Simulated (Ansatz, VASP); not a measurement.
GaBiSe4: VASP beside Ansatz

```
CELL_PARAMETERS angstrom
4.21529 0.00000 0.00000
-2.10764 3.65055 0.00000
0.00000 0.00000 8.76275
ATOMIC_POSITIONS crystal
Ga 0.00000 0.00000 0.50000
Bi 0.00000 0.00000 0.00000
Se 0.33333 0.66667 0.74327
Se 0.33333 0.66667 0.25673
Se 0.66667 0.33333 0.74327
Se 0.66667 0.33333 0.25673
```

Change from the starting cell: species swapped into the TiVB4 type (P6/mmm, No. 191).

Alike in both runs: task single point; functional PBE; k mesh 6 × 6 × 2; occupations gaussian, width 0.1 eV; no spin polarisation.

```csv
,VASP,Ansatz
version,VASP 6.6.1,Ansatz 0.2.0
potentials or method,"VASP PAW PBE potentials, release 64 (Ga_d, Bi_d, Se), cutoff 520 eV","scalar-relativistic, plane waves, PAW"
valence electrons in the cell,52,92
```

```tsv
	VASP	Ansatz	Ansatz less VASP
gap on the k mesh at the Fermi level (eV)	none	none	-
pressure (GPa)	14.4	14.3	-0.11
traceless stress, the component that is largest in VASP (GPa)	-14.76	-14.68	+0.075
```

A gap of «none» marks a metal or a gap that the smearing closes. The functional is the same, so the differences come from potentials, cutoffs and numerics. VASP's potentials hold 52 valence electrons a cell and Ansatz's 92, so a difference there can come from the potentials and not from the codes.

Neither program's run includes spin-orbit coupling.
